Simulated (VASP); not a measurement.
Set up this calculation in VASP 6.6.1, as the native input.

* Task: single point
* Functional: LDA
* Potentials or basis: VASP PAW LDA potentials, release 64 (Nb_sv)
* Cutoff: 520 eV
* k mesh: 8 × 8 × 8
* Occupations: gaussian, width 0.1 eV
* Spin: no spin polarisation
* Dipole correction: no
* Further INCAR settings: ALGO = Fast; EDIFF = 1e-06; NBANDS = 12

The structure of Nb lies in POSCAR:

```
Nb
1.0
   -1.6588161900      1.6588161900      1.6588161900
    1.6588161900     -1.6588161900      1.6588161900
    1.6588161900      1.6588161900     -1.6588161900
Nb
1
Direct
    0.0000000000      0.0000000000      0.0000000000
```

One way to write it, as run:

INCAR

```
PREC     = Accurate       # precision mode
ENCUT    = 520            # plane-wave cutoff, eV
EDIFF    = 1E-6           # SCF threshold, eV
ISMEAR   = 0              # smearing method
SIGMA    = 0.1            # smearing width, eV
LREAL    = False          # projectors in reciprocal space
LASPH    = True           # aspherical terms in the spheres
NELM     = 100            # most SCF steps
ALGO     = Fast           # electronic algorithm
ISIF     = 2              # what is computed and relaxed
LWAVE    = False          # write WAVECAR
LCHARG   = False          # write CHGCAR
GGA      = CA             # functional
NBANDS   = 12             # bands
```

KPOINTS

```
Automatic mesh
0
Gamma
  8 8 8
```

Potentials or basis: VASP PAW LDA potentials, release 64 (Nb_sv).

Run with:

```bash
$ cat potpaw_LDA.64/Nb_sv/POTCAR > POTCAR
$ mpirun -np 1 vasp_std > vasp.out
```

It gave:

| Quantity | Value |
| --- | --- |
| Pressure | -10.6 GPa |

Run time: 19 s on 1 thread of Intel Xeon 8259CL, on a shared host, peak memory 0.13 GiB.
